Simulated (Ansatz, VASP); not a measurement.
# One calculation of Sn2PbO2, two programs

File INCAR:

```
PREC = Accurate
ENCUT = 600
EDIFF = 1E-6
ISMEAR = 0
SIGMA = 0.1
LREAL = False
LASPH = True
NELM = 60
ALGO = Normal
ISIF = 3
LWAVE = False
LCHARG = False
GGA = PE
IBRION = 2
NSW = 90
EDIFFG = -0.04
```

Contents of KPOINTS:

```
regular mesh
0
Gamma
  6 6 2
```

The input POSCAR:

```
Sn2PbO2
1.0
    4.2284861800      0.0000000000      0.0000000000
   -2.1142430900      3.6619764500      0.0000000000
    0.0000000000      0.0000000000      7.5221836800
Sn Pb O
2 1 2
Direct
    0.0000000000      0.0000000000      0.5860729300
    0.6666666700      0.3333333300      0.4174593700
    0.0000000000      0.0000000000      0.0185268400
    0.0000000000      0.0000000000      0.2645809000
    0.6666666700      0.3333333300      0.6509664200
```

Input for Ansatz:

```yaml
crystal:
  lattice:
    - [4.22848618, 0.0, 0.0]
    - [-2.11424309, 3.66197645, 0.0]
    - [0.0, 0.0, 7.52218368]
  atoms:
    - { symbol: Sn, position: [0.0, 0.0, 0.58607293] }
    - { symbol: Sn, position: [0.66666667, 0.33333333, 0.41745937] }
    - { symbol: Pb, position: [0.0, 0.0, 0.01852684] }
    - { symbol: O, position: [0.0, 0.0, 0.2645809] }
    - { symbol: O, position: [0.66666667, 0.33333333, 0.65096642] }
basis:
  ecutwfc: 420
kpoints:
  mp_grid: { grid: [6, 6, 2] }
hamiltonian:
  xc: pbe
scf:
  occupations: { method: gaussian, width: 0.1 }
  lower_state_search: "off"
output:
  forces: true
  stress: true
  eigenvalues: true
relax:
  adjacent_minimum: "off"
  f_tol: 0.04
  max_steps: 70
  cell: { stress_tol: 0.4 }
```

Alike in both runs: task relaxation of cell and atoms; functional PBE; k mesh 6 × 6 × 2; occupations gaussian, width 0.1 eV; no spin polarisation.

|  | VASP | Ansatz |
| --- | --- | --- |
| version | VASP 6.6.1 | Ansatz 0.2.0 |
| potentials or method | VASP PAW PBE potentials, release 64 (Sn_d, Pb_d, O), cutoff 600 eV | scalar-relativistic, plane waves, PAW |
| valence electrons in the cell | 54 | 54 |

VASP gave:

```
gap on the k mesh at the Fermi level, each at its own relaxed structure (eV)  : none
relaxed volume (Å³/atom)                                                      : 22.80
relaxed length of the cell vector where the two differ most in proportion (Å) : 9.283
```

Q: What did Ansatz give for the same quantities?

A: gap on the k mesh at the Fermi level, each at its own relaxed structure (eV): none; relaxed volume (Å³/atom): 22.93; relaxed length of the cell vector where the two differ most in proportion (Å): 9.367.

A gap of «none» marks a metal or a gap that the smearing closes.

The k mesh is coarse, so the values compare programs but aren't converged. Spin-orbit coupling is off throughout.
